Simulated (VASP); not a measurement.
Runs of VASP 6.6.1 on KF. The structure is that of space group Fm-3m (No. 225), or close to it. The cells are those of the table. 

| task | cell | smearing | k mesh for the DOS | occupations for the DOS | gap on the mesh (eV) | pressure (GPa) |
| --- | --- | --- | --- | --- | --- | --- |
| single point | a = 3.743 Å, angles 60.0°, 2 atoms | fermi-dirac 0.01 eV | - | - | 6.32 | 2.5 |
| electric field gradients | a = 3.704 Å, angles 60.0°, 2 atoms | fermi-dirac 0.01 eV | - | - | 6.49 | 3.9 |
| electric field gradients | a = 3.855 Å, angles 60.0°, 2 atoms | fermi-dirac 0.01 eV | - | - | 5.86 | -0.5 |
| electric field gradients | a = 3.781 Å, angles 60.0°, 2 atoms | fermi-dirac 0.01 eV | - | - | (a) | 1.4 |
| electric field gradients | a = 3.743 Å, angles 60.0°, 2 atoms | fermi-dirac 0.01 eV | - | - | 6.32 | 2.5 |
| single point | a = 3.855 Å, angles 60.0°, 2 atoms | fermi-dirac 0.01 eV | - | - | 5.86 | -0.5 |
| single point | a = 3.818 Å, angles 60.0°, 2 atoms | fermi-dirac 0.01 eV | - | - | 6.00 | 0.4 |
| single point | a = 3.743 Å, angles 60.0°, 2 atoms | tetrahedron | - | - | 6.32 | 2.5 |
| electric field gradients | a = 3.818 Å, angles 60.0°, 2 atoms | fermi-dirac 0.01 eV | - | - | 6.00 | 0.4 |

Alike in all rows: level PBE; potentials or basis VASP PAW PBE potentials, release 64 (K_sv, F); no spin polarisation; k mesh 9 × 9 × 9; cutoff (eV) 520.

Problem. Estimate the missing entries.

Solution. (a) 6.16.

A k mesh can miss the band edges.
